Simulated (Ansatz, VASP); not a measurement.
# One calculation of B3Sb2P, two programs

File INCAR:

```
PREC     = Accurate       # precision mode
ENCUT    = 520            # plane-wave cutoff, eV
EDIFF    = 1E-7           # SCF threshold, eV
ISMEAR   = 0              # smearing method
SIGMA    = 0.1            # smearing width, eV
LREAL    = F              # projectors in reciprocal space
LASPH    = T              # aspherical terms in the spheres
NELM     = 60             # most SCF steps
ALGO     = Normal         # electronic algorithm
ISIF     = 2              # what is computed and relaxed
LWAVE    = F              # write WAVECAR
LCHARG   = F              # write CHGCAR
GGA      = PE             # functional
NBANDS   = 21             # bands
```

The input KPOINTS:

```
Automatic mesh
0
Gamma
  6 6 2
```

Contents of POSCAR:

```
B3Sb2P
1.0
    3.9470808600      0.0000000000      0.0000000000
   -1.9735404300      3.4182723000      0.0000000000
    0.0000000000      0.0000000000      8.2904976800
B Sb P
3 2 1
Direct
    0.0000000000      0.0000000000      0.5000000000
    0.3333333300      0.6666666700      0.0000000000
    0.3333333300      0.6666666700      0.5000000000
    0.6666666700      0.3333333300      0.2478670000
    0.6666666700      0.3333333300      0.7521330000
    0.0000000000      0.0000000000      0.0000000000
```

Input for Ansatz:

```yaml
crystal:
  lattice:
    - [3.94708086, 0.0, 0.0]
    - [-1.97354043, 3.4182723, 0.0]
    - [0.0, 0.0, 8.29049768]
  atoms:
    - { symbol: B, position: [0.0, 0.0, 0.5] }
    - { symbol: B, position: [0.33333333, 0.66666667, 0.0] }
    - { symbol: B, position: [0.33333333, 0.66666667, 0.5] }
    - { symbol: Sb, position: [0.66666667, 0.33333333, 0.247867] }
    - { symbol: Sb, position: [0.66666667, 0.33333333, 0.752133] }
    - { symbol: P, position: [0.0, 0.0, 0.0] }
basis:
  ecutwfc: 420
kpoints:
  mp_grid: { grid: [6, 6, 2] }
hamiltonian:
  xc: pbe
scf:
  occupations: { method: gaussian, width: 0.1 }
  lower_state_search: "off"
output:
  forces: true
  stress: true
  eigenvalues: true
```

Change from the starting cell: species swapped into the Eu2Si3Au type (P-6m2, No. 187).

Alike in both runs: task single point; functional PBE; k mesh 6 × 6 × 2; occupations gaussian, width 0.1 eV; no spin polarisation.

|  | VASP | Ansatz |
| --- | --- | --- |
| version | VASP 6.6.1 | Ansatz 0.2.0 |
| potentials or method | VASP PAW PBE potentials, release 64 (B, Sb, P), cutoff 520 eV | scalar-relativistic, plane waves, PAW |
| valence electrons in the cell | 24 | 44 |

```csv
,VASP,Ansatz,Ansatz less VASP
gap on the k mesh at the Fermi level (eV),none,none,-
pressure (GPa),-16.3,-16.1,+0.16
"traceless stress, the component that is largest in VASP (GPa)",10.01,10.02,+0.003
rms of the force components (eV/Å),0.163,0.164,+0.0017
```

Atom by atom the forces differ by 0.002 eV/Å (rms over components). A gap of «none» marks a metal or a gap that the smearing closes. VASP's potentials hold 24 valence electrons a cell and Ansatz's 44, so a difference there can come from the potentials and not from the codes.

The k mesh is coarse, so the values compare programs but aren't converged. Spin-orbit coupling is off throughout.
